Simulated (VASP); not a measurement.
# CuI (F-43m) in VASP: further runs

Runs on CuI. Level: PBE. Tasks: relaxation of cell and atoms.

All numbers are computed with VASP 6.6.1; they aren't measurements. Logs are shortened: lines on timing, memory, paths and dates and some standing lists are left out, and cuts for length are marked.

**1. The cell of the first run**

The structure is cubic, space group F-43m (No. 216). Conventional cell: a = 6.063 Å, b = 6.063 Å, c = 6.063 Å, α = 90.00°, β = 90.00°, γ = 90.00°. I (site symmetry -43m) has 4 Cu at 2.63 Å within 3.5 Å. Within 3.5 Å of Cu (site symmetry -43m) lie 4 I at 2.63 Å.

**2. Relaxation of cell and atoms, PBE**

Input file INCAR:

```
PREC = Accurate ; ENCUT = 600
EDIFF = 1E-7 ; ISMEAR = -1
SIGMA = 0.05 ; LREAL = F
LASPH = T ; NELM = 100
ALGO = Normal ; ISIF = 3
LWAVE = F ; LCHARG = F
GGA = PE ; IBRION = 2
NSW = 80 ; EDIFFG = -0.01
```

Input file KPOINTS:

```
Automatic mesh
0
Gamma
  8 8 8
```

Input file POSCAR:

```
CuI
1.0
    0.0000000000      3.0315000000      3.0315000000
    3.0315000000      0.0000000000      3.0315000000
    3.0315000000      3.0315000000      0.0000000000
I Cu
1 1
Direct
    0.0000000000      0.0000000000      0.0000000000
    0.7500000000      0.7500000000      0.7500000000
```

Potentials or basis: VASP PAW PBE potentials, release 64 (I, Cu).

Command:

```
$ cat potpaw_PBE.64/I/POTCAR potpaw_PBE.64/Cu/POTCAR > POTCAR
$ mpirun -np 1 vasp_std > vasp.out
```

OUTCAR:

```text
PREC = Accurate
   ENCUT = 600
   EDIFF = 1E-7
   ISMEAR = -1
   LREAL = F
   LASPH = T
   NELM = 100
   ISIF = 3
   GGA = PE
   IBRION = 2
   NSW = 80
   EDIFFG = -0.01

 ion  position               nearest neighbor table
   1  0.000  0.000  0.000-   2 2.63   2 2.63   2 2.63   2 2.63
   2  0.750  0.750  0.750-   1 2.63   1 2.63   1 2.63   1 2.63

  LATTYP: Found a face centered cubic cell.
 ALAT       =     6.0630000000

  Lattice vectors:

 A1 = (   0.0000000000,   3.0315000000,   3.0315000000)
 A2 = (   3.0315000000,   0.0000000000,   3.0315000000)
 A3 = (   3.0315000000,   3.0315000000,   0.0000000000)

Analysis of symmetry for initial positions (statically):
=====================================================================
 Subroutine PRICEL returns:
 Original cell was already a primitive cell.

 Routine SETGRP: Setting up the symmetry group for a
 face centered cubic supercell.

 Subroutine GETGRP returns: Found 24 space group operations
 (whereof 24 operations were pure point group operations)
 out of a pool of 48 trial point group operations.

The static configuration has the point symmetry T_d .

Analysis of symmetry for dynamics (positions and initial velocities):
=====================================================================
 Subroutine PRICEL returns:
 Original cell was already a primitive cell.

 Routine SETGRP: Setting up the symmetry group for a
 face centered cubic supercell.

 Subroutine GETGRP returns: Found 24 space group operations
 (whereof 24 operations were pure point group operations)
 out of a pool of 48 trial point group operations.

The dynamic configuration has the point symmetry T_d .

 Subroutine INISYM returns: Found 24 space group operations
 (whereof 24 operations are pure point group operations),
 and found     1 'primitive' translations

----------------------------------------------------------------------------------------

                                     Primitive cell

  volume of cell :      55.7189

  direct lattice vectors                    reciprocal lattice vectors
     0.000000000  3.031500000  3.031500000    -0.164934851  0.164934851  0.164934851
     3.031500000  0.000000000  3.031500000     0.164934851 -0.164934851  0.164934851
     3.031500000  3.031500000  0.000000000     0.164934851  0.164934851 -0.164934851

[... 148 lines left out ...]
      direct lattice vectors                 reciprocal lattice vectors
     0.000000000  3.031500000  3.031500000    -0.164934851  0.164934851  0.164934851
     3.031500000  0.000000000  3.031500000     0.164934851 -0.164934851  0.164934851
     3.031500000  3.031500000  0.000000000     0.164934851  0.164934851 -0.164934851

 POSITION                                       TOTAL-FORCE (eV/Angst)
 -----------------------------------------------------------------------------------
      0.00000      0.00000      0.00000        -0.000000      0.000000     -0.000000
      4.54725      4.54725      4.54725         0.000000     -0.000000      0.000000
 -----------------------------------------------------------------------------------
    total drift:                               -0.000001     -0.000001     -0.000001

  FREE ENERGIE OF THE ION-ELECTRON SYSTEM (eV)
  ---------------------------------------------------
  free  energy   TOTEN  =        -5.5619885199 eV

  energy  without entropy=       -5.5619883969  energy(sigma->0) =       -5.56198846

--------------------------------------- Ionic step        2  -------------------------------------------

 number of electron      18.0000009 magnetization

 Free energy of the ion-electron system (eV)
  ---------------------------------------------------
  ext. energy  EPLUGINS =         0.00000000
  ---------------------------------------------------
  free energy    TOTEN  =        -5.56256765 eV

  energy without entropy =       -5.56256749  energy(sigma->0) =       -5.56256757

 E-fermi :   4.9329     XC(G=0):  -8.8946

 val. band max:        4.3319438814   @ k =   0.0000   0.0000   0.0000
 cond. band min:       5.4515695236   @ k =   0.0000   0.0000   0.0000
 fundamental gap:      1.1196256422
 Fermi energy:         4.9328915664

 k-point     1 :       0.0000    0.0000    0.0000
  band No.  band energies     occupation
      1      -9.6305      2.00000
      2       0.7342      2.00000
      3       0.7342      2.00000
      4       0.7342      2.00000
      5       2.5183      2.00000
      6       2.5183      2.00000
      7       4.3319      1.99999
      8       4.3319      1.99999
      9       4.3319      1.99999
     10       5.4516      0.00006
     11       9.2134      0.00000
     12       9.2134      0.00000
     13       9.2134      0.00000
[... 354 lines left out ...]
  band No.  band energies     occupation
      1      -9.0016      2.00000
      2      -0.9372      2.00000
      3       0.1984      2.00000
      4       0.7046      2.00000
      5       2.4558      2.00000
      6       2.5296      2.00000
      7       2.6425      2.00000
      8       3.0583      2.00000
      9       3.3519      2.00000
     10       7.8037      0.00000
     11       9.0165      0.00000
     12      10.5255      0.00000
     13      11.7086      0.00000

 [... further k-points ...]

------------------------ aborting loop because EDIFF is reached ----------------------------------------

  FORCE on cell =-STRESS in cart. coord.  units (eV):
  Direction    XX          YY          ZZ          XY          YZ          ZX
  --------------------------------------------------------------------------------------
  -------------------------------------------------------------------------------------
  Total        0.0023126      0.0023126      0.0023126      0.0000000      0.0000000      0.0000000
  in kB        0.0658931      0.0658931      0.0658931      0.0000000      0.0000000      0.0000000
  external PRESSURE =       0.0658931 kB  Pullay stress =       0.0000000 kB

 VOLUME and BASIS-vectors are now :
 -----------------------------------------------------------------------------
  energy-cutoff  :      600.00
  volume of cell :       56.23
      direct lattice vectors                 reciprocal lattice vectors
    -0.000000000  3.040763944  3.040763944    -0.164432363  0.164432363  0.164432363
     3.040763944  0.000000000  3.040763944     0.164432363 -0.164432363  0.164432363
     3.040763944  3.040763944  0.000000000     0.164432363  0.164432363 -0.164432363

 POSITION                                       TOTAL-FORCE (eV/Angst)
 -----------------------------------------------------------------------------------
      3.04076      0.00000      3.04076        -0.000000     -0.000000     -0.000000
      4.56115      4.56115      4.56115         0.000000      0.000000      0.000000
 -----------------------------------------------------------------------------------
    total drift:                               -0.000001     -0.000001     -0.000001

  FREE ENERGIE OF THE ION-ELECTRON SYSTEM (eV)
  ---------------------------------------------------
  free  energy   TOTEN  =        -5.5625676466 eV

  energy  without entropy=       -5.5625674911  energy(sigma->0) =       -5.56256757

 reached required accuracy - stopping structural energy minimisation
```

OSZICAR:

```text
N       E                     dE             d eps       ncg     rms          rms(c)
DAV:   1     0.105678118280E+03    0.10568E+03   -0.84450E+03   754   0.167E+03
DAV:   2     0.257998727589E+01   -0.10310E+03   -0.96117E+02   764   0.280E+02
DAV:   3    -0.550306517344E+01   -0.80831E+01   -0.79214E+01  1038   0.854E+01
DAV:   4    -0.576642693710E+01   -0.26336E+00   -0.26312E+00   822   0.139E+01
[... 18 lines left out ...]
DAV:   5    -0.556259162412E+01    0.35194E-04   -0.82175E-05  1098   0.206E-01    0.593E-02
DAV:   6    -0.556256854443E+01    0.23080E-04   -0.25806E-05  1176   0.857E-02    0.151E-02
DAV:   7    -0.556256730299E+01    0.12414E-05   -0.53132E-06  1211   0.636E-02    0.647E-03
DAV:   8    -0.556256762113E+01   -0.31814E-06   -0.95417E-07   779   0.906E-03    0.220E-03
DAV:   9    -0.556256764657E+01   -0.25437E-07   -0.51452E-08   427   0.325E-03
   2 F= -.55625676E+01 E0= -.55625676E+01  d E =-.579127E-03
```

CONTCAR:

```text
CuI
   1.00000000000000
    -0.0000000000000000    3.0407639444801289    3.0407639444801289
     3.0407639444801289    0.0000000000000000    3.0407639444801289
     3.0407639444801289    3.0407639444801289    0.0000000000000000
  I               Cu
     1     1
Direct
     0.0000000000000000    1.0000000000000000    0.0000000000000000
     0.7500000000000000    0.7500000000000000    0.7500000000000000

  0.00000000E+00  0.00000000E+00  0.00000000E+00
  0.00000000E+00  0.00000000E+00  0.00000000E+00
```

Run time: 38 s. Hardware: 1 thread of Intel Xeon Platinum 8488C (Sapphire Rapids), shared host; peak memory 0.22 GiB.

What came out:

```
Free energy                           : -5.5626 eV
Relaxed volume                        : 28.12 Å³/atom
Relaxed cell                          : a = 4.300 Å, b = 4.300 Å, c = 4.300 Å, α = 60.00°, β = 60.00°, γ = 60.00°
Space group after relaxing (to 0.1 Å) : F-43m (No. 216)
Energy gained by relaxing             : 0.3 meV/atom
Ionic steps                           : 2
Pressure after relaxing               : 0.0 GPa
Band gap on the k mesh                : 1.12 eV
```

The path:
```csv
step,energy change (eV),largest force (eV/Å),pressure (GPa),volume (Å³)
1,0.0000,0.0000,0.36,55.72
2,-0.0006,0.0000,0.01,56.23
```

Final structure:
```
I Cu
1.0
     0.00000    3.04076    3.04076
     3.04076    0.00000    3.04076
     3.04076    3.04076    0.00000
I Cu
1 1
Direct
  0.00000 0.00000 0.00000
  0.75000 0.75000 0.75000
```

Caveat: spin-orbit coupling is left out, which moves the levels of the heavy elements.

**3. Relaxation of cell and atoms, PBE**

Input file INCAR:

```
SYSTEM = CuI
ALGO     = Normal         ! electronic algorithm
EDIFF    = 1E-7           ! SCF threshold, eV
EDIFFG   = -0.01          ! ionic threshold
ENCUT    = 600            ! plane-wave cutoff, eV
GGA      = PE             ! functional
IBRION   = 2              ! ionic algorithm
ISIF     = 3              ! what is computed and relaxed
ISMEAR   = -1             ! smearing method
LASPH    = .True.         ! aspherical terms in the spheres
LCHARG   = .False.        ! write CHGCAR
LREAL    = .False.        ! projectors in reciprocal space
LWAVE    = .False.        ! write WAVECAR
NELM     = 80             ! most SCF steps
NSW      = 60             ! ionic steps
PREC     = Accurate       ! precision mode
SIGMA    = 0.05           ! smearing width, eV
```

Input file KPOINTS:

```
k-points
0
Gamma
  8 8 8
  0 0 0
```

POSCAR is that of step 2.

Potentials or basis: VASP PAW PBE potentials, release 64 (I, Cu).

Command:

```
$ cat potpaw_PBE.64/I/POTCAR potpaw_PBE.64/Cu/POTCAR > POTCAR
$ mpirun -np 1 vasp_std > vasp.out
```

It took 38 s on 1 thread of Intel Xeon Platinum 8488C (Sapphire Rapids), shared host; peak memory 0.22 GiB.

The run converged. Its results:

```yaml
Free_energy: -5.5626 eV
Relaxed_volume: 28.12 Å³/atom
Relaxed_cell: a = 4.300 Å, b = 4.300 Å, c = 4.300 Å, α = 60.00°, β = 60.00°, γ = 60.00°
Space_group_after_relaxing_to_0.1_Å: F-43m (No. 216)
Energy_gained_by_relaxing: 0.3 meV/atom
Ionic_steps: 2
Pressure_after_relaxing: 0.0 GPa
Band_gap_on_the_k_mesh: 1.12 eV
```

The path:
| step | energy change (eV) | largest force (eV/Å) | pressure (GPa) | volume (Å³) |
| --- | --- | --- | --- | --- |
| 1 | 0.0000 | 0.0000 | 0.36 | 55.72 |
| 2 | -0.0006 | 0.0000 | 0.01 | 56.23 |

Final structure:
```
CELL_PARAMETERS angstrom
0.00000 3.04076 3.04076
3.04076 0.00000 3.04076
3.04076 3.04076 0.00000
ATOMIC_POSITIONS crystal
I 0.00000 0.00000 0.00000
Cu 0.75000 0.75000 0.75000
```

Levels at points of the mesh, in eV from the valence-band top:
```csv
k point,band 7,band 8,band 9,band 10,band 11,band 12
"(0.00, 0.00, 0.00)",0.00,0.00,0.00,1.12,4.88,4.88
"(0.50, 0.00, 0.00)",-1.74,-0.69,-0.69,2.15,5.41,5.41
"(0.50, 0.50, 0.00)",-1.73,-1.47,-1.47,2.74,2.91,9.13
```

Caveat: spin-orbit coupling is left out, which moves the levels of the heavy elements. PBE gaps usually lie below the measured ones, often by a third to a half.
